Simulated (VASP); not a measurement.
Here is a VASP 6.6.1 calculation.

INCAR

```
SYSTEM = AlN
ALGO = Normal
EDIFF = 1E-7
ENCUT = 520
ISIF = 2
ISMEAR = -4
LASPH = .True.
LCHARG = .False.
LREAL = .False.
LWAVE = .False.
NBANDS = 11
NELM = 100
PREC = Accurate
SIGMA = 0.05
```

The input KPOINTS:

```
k-points
0
Gamma
  10 10 10
  0 0 0
```

Contents of POSCAR:

```
AlN
1.0
    0.0000000000      2.1839935596      2.1839935596
    2.1839935596      0.0000000000      2.1839935596
    2.1839935596      2.1839935596      0.0000000000
Al N
1 1
Direct
    0.0178274132      0.0178274132     -0.0178274132
    0.7156592394      0.7156592394      0.7843407606
```

Potentials or basis: VASP PAW LDA potentials, release 64 (Al, N).

Command:

```sh
$ cat potpaw_LDA.64/Al/POTCAR potpaw_LDA.64/N/POTCAR > POTCAR
$ mpirun -np 1 vasp_std > vasp.out
```

Problem. Estimate the band gap on the k mesh.

Solution. 2.66 eV, indirect (least direct gap 3.59 eV).

Problem. Estimate the pressure.

Solution. 3.3 GPa.

Stress tensor (GPa, compression positive):
```
  6.63 -16.48   0.00
-16.48   6.63   0.00
  0.00   0.00  -3.29
```

Caveat: forces of over 1 eV/Å act on the atoms, so gaps and moduli don't describe the material at rest. A hybrid or GW would open this gap; LDA tends to underestimate it.
